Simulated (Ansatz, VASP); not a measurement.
Sn in VASP and in Ansatz

```
CELL_PARAMETERS angstrom
-1.75019 1.79987 2.27556
1.75019 -1.79987 2.27556
1.75019 1.79987 -2.27556
ATOMIC_POSITIONS crystal
Sn 0.00000 0.00000 0.00000
```

Alike in both runs: task single point; functional PBEsol; k mesh 22 × 22 × 22; occupations gaussian, width 0.15 eV; no spin polarisation.

|  | VASP | Ansatz |
| --- | --- | --- |
| version | VASP 6.6.1 | Ansatz 0.2.0 |
| potentials or method | VASP PAW PBE potentials, release 64 (Sn_d), cutoff 520 eV | scalar-relativistic, plane waves, PAW |
| valence electrons in the cell | 14 | 14 |

|  | VASP | Ansatz | Ansatz less VASP |
| --- | --- | --- | --- |
| gap on the k mesh at the Fermi level (eV) | none | none | - |
| pressure (GPa) | -3.8 | -3.7 | +0.06 |
| traceless stress, the component that is largest in VASP (GPa) | -0.31 | -0.31 | -0.003 |

VASP's potentials were made for PBE, not for PBEsol. A gap of «none» marks a metal or a gap that the smearing closes. The functional is the same, so the differences come from potentials, cutoffs and numerics.
